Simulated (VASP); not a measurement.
Set up this calculation in VASP 6.6.1, as the native input.

| Quantity | Value |
| --- | --- |
| Task | relaxation of cell and atoms |
| Functional | PBE |
| Potentials or basis | VASP PAW PBE potentials, release 64 (Mg, O) |
| Cutoff | 600 eV |
| k mesh | 4 × 4 × 3 |
| Occupations | gaussian, width 0.2 eV |
| Spin | no spin polarisation |
| Dipole correction | no |
| Further INCAR settings | ALGO = Normal; EDIFF = 1e-07; IBRION = 2; EDIFFG = -0.08; NSW = 36; ISIF = 3 |

The structure of Mg2O lies in POSCAR:

```
Mg2O
1.0
    3.7008692900      0.0000000000      0.0000000000
    0.0000000000      3.7008692900      0.0000000000
    0.0000000000      0.0000000000      6.2243125100
Mg O
4 2
Direct
    0.5000000000      0.5000000000      0.0000000000
    0.0000000000      0.0000000000      0.0000000000
    0.5000000000      0.0000000000      0.3037024700
    0.0000000000      0.5000000000      0.6962975300
    0.5000000000      0.0000000000      0.7123227700
    0.0000000000      0.5000000000      0.2876772300
```

The cell was built from a structure type or drawn by symmetry, and may not be a known phase.

These files were run (other wordings do the same):

INCAR

```
SYSTEM = Mg2O
ALGO = Normal
EDIFF = 1E-7
EDIFFG = -0.08
ENCUT = 600
GGA = PE
GGA_COMPAT = .False.
IBRION = 2
ISIF = 3
ISMEAR = 0
LASPH = .True.
LCHARG = .False.
LREAL = .False.
LWAVE = .False.
NELM = 120
NELMIN = 4
NSW = 36
PREC = Accurate
SIGMA = 0.2
```

KPOINTS

```
k-points
0
Gamma
  4 4 3
  0 0 0
```

Potentials or basis: VASP PAW PBE potentials, release 64 (Mg, O).

Launch:

```sh
$ cat potpaw_PBE.64/Mg/POTCAR potpaw_PBE.64/O/POTCAR > POTCAR
$ mpirun -np 1 vasp_std > vasp.out
```

Results of the run:

| Item | Value |
| --- | --- |
| Relaxed volume | 14.44 Å³/atom |
| Relaxed cell | a = 3.543 Å, b = 3.543 Å, c = 6.901 Å, α = 90.00°, β = 90.00°, γ = 90.00° |
| Space group after relaxing (to 0.1 Å) | P4/nmm (No. 129) |
| Energy gained by relaxing | 416.1 meV/atom |
| Ionic steps | 15 |
| Pressure after relaxing | 0.3 GPa |
| Largest force after relaxing | 0.078 eV/Å |
| Band gap on the k mesh | 0.78 eV (least direct gap 1.03 eV) |

Caveat: the k points lie up to 0.44 Å⁻¹ apart in the final cell; an odd mesh through Γ misses points on the zone boundary, where band edges can lie; the relaxation stopped at a loose force limit of 0.08 eV/Å, so its end isn't a converged minimum.

It took 110 s on 1 thread of Intel(R) Xeon(R) 6975P-C (Granite Rapids) (shared host), peak memory 0.21 GiB.
